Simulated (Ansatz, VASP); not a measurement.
ZnS: VASP beside Ansatz

The input POSCAR:

```
ZnS
1.0
    0.0000000000      2.7689914095      2.7689914095
    2.7689914095      0.0000000000      2.7689914095
    2.7689914095      2.7689914095      0.0000000000
Zn S
1 1
Direct
    0.2500000000      0.2500000000      0.2500000000
    0.0000000000      0.0000000000      0.0000000000
```

File INCAR.step1:

```
ALGO = Normal ; EDIFF = 1E-4
ENCUT = 520 ; GGA = PE
ISMEAR = 0 ; LASPH = T
LCHARG = F ; LREAL = F
LWAVE = T ; NBANDS = 16
NELM = 80 ; PREC = Accurate
SIGMA = 0.01
```

The input INCAR.step2:

```
ALGO = Normal ; EDIFF = 1E-7
ENCUT = 520 ; ISIF = 2
ISMEAR = 0 ; ISTART = 1
LASPH = T ; LCHARG = F
LMIXTAU = T ; LREAL = F
LWAVE = F ; METAGGA = R2SCAN
NBANDS = 16 ; NELM = 80
PREC = Accurate ; SIGMA = 0.01
```

File KPOINTS:

```
k-points
0
Gamma
  8 8 8
```

Input for Ansatz:

```yaml
crystal:
  lattice:
    - [0.0, 2.7689914095, 2.7689914095]
    - [2.7689914095, 0.0, 2.7689914095]
    - [2.7689914095, 2.7689914095, 0.0]
  atoms:
    - { symbol: Zn, position: [0.25, 0.25, 0.25] }
    - { symbol: S, position: [0.0, 0.0, 0.0] }
kpoints:
  mp_grid: { grid: [8, 8, 8] }
  band_path:
    path:
      - [0.0, 0.0, 0.0]
      - [-0.5, -0.5, 0.0]
      - [-0.375, -0.375, 0.25]
      - [-0.375, 0.0, 0.375]
      - [0.0, 0.0, 0.5]
      - [-0.5, -0.25, 0.25]
    npoints: 1
hamiltonian:
  xc: r2scan
scf:
  occupations: { method: fixed }
  n_extra_bands: 4
output:
  forces: true
  stress: true
  eigenvalues: true
```

Change from the starting cell: hydrostatic strain +2.8%.

Alike in both runs: task single point; functional r2SCAN; k mesh 8 × 8 × 8; no spin polarisation.

|  | VASP | Ansatz |
| --- | --- | --- |
| version | VASP 6.6.1 | Ansatz 0.2.0 |
| potentials or method | VASP PAW PBE potentials, release 64 (Zn, S) | plane waves, PAW |
| plane-wave cutoff (eV) | 520 | 500 |
| occupations | gaussian, width 0.01 eV | fixed |
| valence electrons in the cell | 18 | 18 |

```tsv
	VASP	Ansatz	Ansatz less VASP
gap on the k mesh at the Fermi level (eV)	2.34	2.33	-0.005
pressure (GPa)	-5.3	-5.4	-0.05
```

VASP's potentials were made for PBE, not for r2SCAN.
